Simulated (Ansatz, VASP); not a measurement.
KF: VASP beside Ansatz

```
K F
1.0
     0.00000    2.62312    2.62312
     2.62312    0.00000    2.62312
     2.62312    2.62312    0.00000
K F
1 1
Direct
  0.00000 0.00000 0.00000
  0.50000 0.50000 0.50000
```

Alike in both runs: functional r2SCAN; k mesh 10 × 10 × 10; occupations fermi-dirac, width 0.02 eV; no spin polarisation.

Ansatz relaxed the structure, and its values are those at the end. VASP's run is a single point on that final structure, the one shown.

|  | VASP | Ansatz |
| --- | --- | --- |
| version | VASP 6.6.1 | Ansatz 0.2.0 |
| potentials or method | VASP PAW PBE potentials, release 64 (K_sv, F), cutoff 520 eV | PAW plane waves |
| valence electrons in the cell | 16 | 16 |

|  | VASP | Ansatz | Ansatz less VASP |
| --- | --- | --- | --- |
| gap on the k mesh at the Fermi level (eV) | 7.13 | 7.14 | +0.005 |
| pressure (GPa) | 1.6 | 1.6 | +0.02 |

VASP's potentials were made for PBE, not for r2SCAN. Ansatz's warnings: stress scf threshold loose.
